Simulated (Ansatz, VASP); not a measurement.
## Two plane-wave programs on CdTe

The input INCAR:

```
  ALGO = Normal
  EDIFF = 1E-6
  ENCUT = 520
  GGA = PE
  ISIF = 2
  ISMEAR = 0
  LASPH = T
  LCHARG = F
  LREAL = F
  LWAVE = F
  NBANDS = 16
  NELM = 100
  PREC = Accurate
  SIGMA = 0.02
```

The input KPOINTS:

```
k-points
0
Gamma
  10 10 10
```

The input POSCAR:

```
CdTe
1.0
    0.0000000000      3.2752632810      3.2752632810
    3.2752632810      0.0000000000      3.2752632810
    3.2752632810      3.2752632810      0.0000000000
Cd Te
1 1
Direct
    0.0000000000      0.0000000000      0.0000000000
    0.2500000000      0.2500000000      0.2500000000
```

Input for Ansatz:

```yaml
crystal:
  lattice:
    - [0.0, 3.2752632727, 3.2752632727]
    - [3.2752632727, 0.0, 3.2752632727]
    - [3.2752632727, 3.2752632727, 0.0]
  atoms:
    - { symbol: Cd, position: [0.0, 0.0, 0.0] }
    - { symbol: Te, position: [0.25, 0.25, 0.25] }
basis:
  ecutwfc: 420
kpoints:
  mp_grid: { grid: [10, 10, 10] }
hamiltonian:
  xc: pbe
scf:
  occupations: { method: gaussian, width: 0.02 }
output:
  forces: true
  stress: true
  eigenvalues: true
  write_density: true
  write_potential: true
  elf: true
  volumetric_format: npy
```

Alike in both runs: task single point; functional PBE; k mesh 10 × 10 × 10; occupations gaussian, width 0.02 eV; no spin polarisation.

|  | VASP | Ansatz |
| --- | --- | --- |
| version | VASP 6.6.1 | Ansatz 0.2.0 |
| potentials or method | VASP PAW PBE potentials, release 64 (Cd, Te), cutoff 520 eV | scalar-relativistic, plane waves, PAW |
| valence electrons in the cell | 18 | 36 |

|  | VASP | Ansatz | Ansatz less VASP |
| --- | --- | --- | --- |
| gap on the k mesh at the Fermi level (eV) | 0.68 | 0.68 | +0.002 |
| least direct gap on the mesh (eV) | 0.68 | 0.68 | +0.002 |
| pressure (GPa) | 1.3 | 1.2 | -0.13 |

The functional is the same, so the differences come from potentials, cutoffs and numerics. VASP's potentials hold 18 valence electrons a cell and Ansatz's 36, so a difference there can come from the potentials and not from the codes.

Spin-orbit coupling is off throughout.
